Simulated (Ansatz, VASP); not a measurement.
## CoSi: VASP beside Ansatz

Contents of INCAR:

```
SYSTEM = CoSi
PREC = Accurate
ENCUT = 520
EDIFF = 1E-7
ISMEAR = 0
SIGMA = 0.15
LREAL = .FALSE.
LASPH = .TRUE.
NELM = 80
ALGO = Normal
ISIF = 2
LWAVE = .FALSE.
LCHARG = .FALSE.
GGA = PS
NBANDS = 36
```

File KPOINTS:

```
Automatic mesh
0
G
  10 10 10
  0 0 0
```

Contents of POSCAR:

```
CoSi
1.0
    4.3858255181      0.0000000000      0.0000000000
    0.0000000000      4.3858255181      0.0000000000
    0.0000000000      0.0000000000      4.3858255181
Co Si
4 4
Direct
    0.1594668811      0.1594668811      0.1594668811
    0.3405331189      0.8405331189      0.6594668811
    0.6594668811      0.3405331189      0.8405331189
    0.8405331189      0.6594668811      0.3405331189
    0.8443561851      0.8443561851      0.8443561851
    0.6556438149      0.1556438149      0.3443561851
    0.3443561851      0.6556438149      0.1556438149
    0.1556438149      0.3443561851      0.6556438149
```

Input for Ansatz:

```yaml
crystal:
  lattice:
    - [4.3858255181, 0.0, 0.0]
    - [0.0, 4.3858255181, 0.0]
    - [0.0, 0.0, 4.3858255181]
  atoms:
    - { symbol: Co, position: [0.1594668811, 0.1594668811, 0.1594668811] }
    - { symbol: Co, position: [0.3405331189, 0.8405331189, 0.6594668811] }
    - { symbol: Co, position: [0.6594668811, 0.3405331189, 0.8405331189] }
    - { symbol: Co, position: [0.8405331189, 0.6594668811, 0.3405331189] }
    - { symbol: Si, position: [0.8443561851, 0.8443561851, 0.8443561851] }
    - { symbol: Si, position: [0.6556438149, 0.1556438149, 0.3443561851] }
    - { symbol: Si, position: [0.3443561851, 0.6556438149, 0.1556438149] }
    - { symbol: Si, position: [0.1556438149, 0.3443561851, 0.6556438149] }
basis:
  ecutwfc: 420
kpoints:
  mp_grid: { grid: [10, 10, 10] }
hamiltonian:
  xc: pbesol
scf:
  occupations: { method: gaussian, width: 0.15 }
output:
  forces: true
  stress: true
  eigenvalues: true
```

Change from the starting cell: mode 4 (200.1 1/cm) frozen in, largest displacement +0.105 Å.

Alike in both runs: task single point; functional PBEsol; k mesh 10 × 10 × 10; occupations gaussian, width 0.15 eV; no spin polarisation.

|  | VASP | Ansatz |
| --- | --- | --- |
| version | VASP 6.6.1 | Ansatz 0.2.0 |
| potentials or method | VASP PAW PBE potentials, release 64 (Co, Si), cutoff 520 eV | scalar-relativistic, plane waves, PAW |
| valence electrons in the cell | 52 | 84 |

VASP gave:

* gap on the k mesh at the Fermi level (eV): none
* pressure (GPa): 0.3
* rms of the force components (eV/Å): 0.434

Task: Which values does Ansatz return?

Result: gap on the k mesh at the Fermi level (eV): none; pressure (GPa): 0.1; rms of the force components (eV/Å): 0.429.

VASP's potentials were made for PBE, not for PBEsol. Atom by atom the forces differ by 0.005 eV/Å (rms over components). A gap of «none» marks a metal or a gap that the smearing closes. The functional is the same, so the differences come from potentials, cutoffs and numerics. VASP's potentials hold 52 valence electrons a cell and Ansatz's 84, so a difference there can come from the potentials and not from the codes.
